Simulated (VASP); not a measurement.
Input of a VASP 6.6.1 run:

INCAR

```
SYSTEM = HfSiO4
PREC = Accurate
ENCUT = 520
EDIFF = 1E-6
ISMEAR = -1
SIGMA = 0.02
LREAL = .FALSE.
LASPH = .TRUE.
NELM = 60
ALGO = Normal
ISIF = 2
LWAVE = .FALSE.
LCHARG = .FALSE.
GGA = PE
NBANDS = 50
```

The input KPOINTS:

```
regular mesh
0
G
  7 7 7
  0 0 0
```

POSCAR

```
HfSiO4
1.0
   -3.2862500000      3.2862500000      2.8921520000
    3.2862500000     -3.2862500000      2.8921520000
    3.2862500000      3.2862500000     -2.8921520000
Hf Si O
2 2 8
Direct
    0.7500000000      0.2500000000      0.5000000000
    0.0000000000      0.0000000000      0.0000000000
    0.2500000000      0.7500000000      0.5000000000
    0.5000000000      0.5000000000      0.0000000000
    0.1330061826      0.3191609542      0.8138452284
    0.0691609542      0.7553157257      0.6861547716
    0.5053157257      0.3191609542      0.1861547716
    0.0691609542      0.3830061826      0.3138452284
    0.6169938174      0.9308390458      0.6861547716
    0.6808390458      0.8669938174      0.1861547716
    0.2446842743      0.9308390458      0.3138452284
    0.6808390458      0.4946842743      0.8138452284
```

Potentials or basis: VASP PAW PBE potentials, release 64 (Hf_pv, Si, O).

Launch:

```console
$ cat potpaw_PBE.64/Hf_pv/POTCAR potpaw_PBE.64/Si/POTCAR potpaw_PBE.64/O/POTCAR > POTCAR
$ mpirun -np 1 vasp_std > vasp.out
```

**Question.** Estimate the largest force.

**Answer.** 0.195 eV/Å.

**Question.** Predict the pressure.

**Answer.** 14.1 GPa.

**Question.** What does it give for the band gap on the k mesh?

**Answer.** 5.56 eV, indirect (least direct gap 5.87 eV).

Stress tensor (GPa, compression positive):
```
10.00  0.00  0.00
 0.00 10.00  0.00
 0.00  0.00 22.28
```

Caveat: the cell differs from its parent crystal (z stretched by -3 %, then relaxed in part); spin-orbit coupling is left out, which moves the levels of the heavy elements. A k mesh can miss the band edges.
